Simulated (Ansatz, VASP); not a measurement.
# SnSe2: VASP beside Ansatz

The input INCAR:

```
SYSTEM = SnSe2
  PREC = Accurate
  ENCUT = 520
  EDIFF = 1E-6
  ISMEAR = 0
  SIGMA = 0.05
  LREAL = .False.
  LASPH = .True.
  NELM = 60
  ALGO = Normal
  ISIF = 2
  LWAVE = .False.
  LCHARG = .True.
  GGA = PE
  LELF = .True.
  LVHAR = .True.
  NBANDS = 20
```

The input KPOINTS:

```
Automatic mesh
0
Gamma
  12 12 6
  0 0 0
```

The input POSCAR:

```
SnSe2
1.0
    3.8109987816      0.0000000000      0.0000000000
   -1.9054993908      3.3004217586      0.0000000000
    0.0000000000      0.0000000000      6.1370000000
Sn Se
1 2
Direct
    0.0627275051      0.0459197208      0.0246952005
    0.3333333333      0.6666666667      0.2500000000
    0.6666666667      0.3333333333      0.7500000000
```

Input for Ansatz:

```yaml
crystal:
  lattice:
    - [3.8109987816, 0.0, 0.0]
    - [-1.9054993908, 3.3004217586, 0.0]
    - [0.0, 0.0, 6.137]
  atoms:
    - { symbol: Sn, position: [0.0627275051, 0.0459197208, 0.0246952005] }
    - { symbol: Se, position: [0.3333333333, 0.6666666667, 0.25] }
    - { symbol: Se, position: [0.6666666667, 0.3333333333, 0.75] }
basis:
  ecutwfc: 420
kpoints:
  mp_grid: { grid: [12, 12, 6] }
hamiltonian:
  xc: pbe
scf:
  occupations: { method: gaussian, width: 0.05 }
output:
  forces: true
  stress: true
  eigenvalues: true
```

Change from the starting cell: all Sn atoms moved +0.263 Å, as atom 1 along Cartesian [1 1 1].

Alike in both runs: task single point; functional PBE; k mesh 12 × 12 × 6; occupations gaussian, width 0.05 eV; no spin polarisation.

|  | VASP | Ansatz |
| --- | --- | --- |
| version | VASP 6.6.1 | Ansatz 0.2.0 |
| potentials or method | VASP PAW PBE potentials, release 64 (Sn_d, Se), cutoff 520 eV | scalar-relativistic, plane waves, PAW |
| valence electrons in the cell | 26 | 46 |

```tsv
	VASP	Ansatz	Ansatz less VASP
gap on the k mesh at the Fermi level (eV)	0.32	0.33	+0.006
least direct gap on the mesh (eV)	0.60	0.61	+0.013
pressure (GPa)	7.1	7.0	-0.08
traceless stress, the component that is largest in VASP (GPa)	-1.59	-1.59	-0.002
rms of the force components (eV/Å)	1.307	1.299	-0.0083
```

Atom by atom the forces differ by 0.010 eV/Å (rms over components). VASP's potentials hold 26 valence electrons a cell and Ansatz's 46, so a difference there can come from the potentials and not from the codes.
